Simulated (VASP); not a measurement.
## WSe2: single point with PBEsol

Slab: WSe2, a slab with vacuum.

```
CELL_PARAMETERS angstrom
3.40102 0.00000 0.00000
-1.70051 2.94537 0.00000
0.00000 0.00000 16.66114
ATOMIC_POSITIONS crystal
W 0.00000 0.00000 0.99691
Se 0.33333 0.66667 0.10400
Se 0.33333 0.66667 0.90320
```

```
Program             : VASP 6.6.1
Task                : single point
Functional          : PBEsol
Potentials or basis : VASP PAW PBE potentials, release 64 (W_sv, Se)
Cutoff              : 520 eV
k mesh              : 9 × 9 × 2
Occupations         : gaussian, width 0.05 eV
Spin                : no spin polarisation
```

```json
{
 "Largest force": "2.745 eV/Å",
 "Band gap on the k mesh": "1.24 eV, indirect (least direct gap 1.32 eV)"
}
```

Forces in eV/Å, atoms in the order of the input:
```
W    0.000  0.000  2.745
Se   0.000  0.000 -1.930
Se   0.000  0.000 -0.815
```

Levels at points of the mesh, in eV from the valence-band top:
```csv
k point,band 10,band 11,band 12,band 13,band 14,band 15,band 16,band 17
"(0.00, 0.00, 0.00)",-2.01,-1.24,-1.24,0.00,2.45,2.45,3.14,3.14
"(0.00, 0.00, 0.50)",-2.01,-1.24,-1.24,0.00,2.45,2.45,3.14,3.14
```

It took 100 s on 1 thread of AMD EPYC 7R13 Processor (Zen 3), with other jobs on the host, peak memory 0.29 GiB.

Caveat: the PAW data sets were made with another functional, which shifts forces and pressure a little; spin-orbit coupling is left out, which moves the levels of the heavy elements.
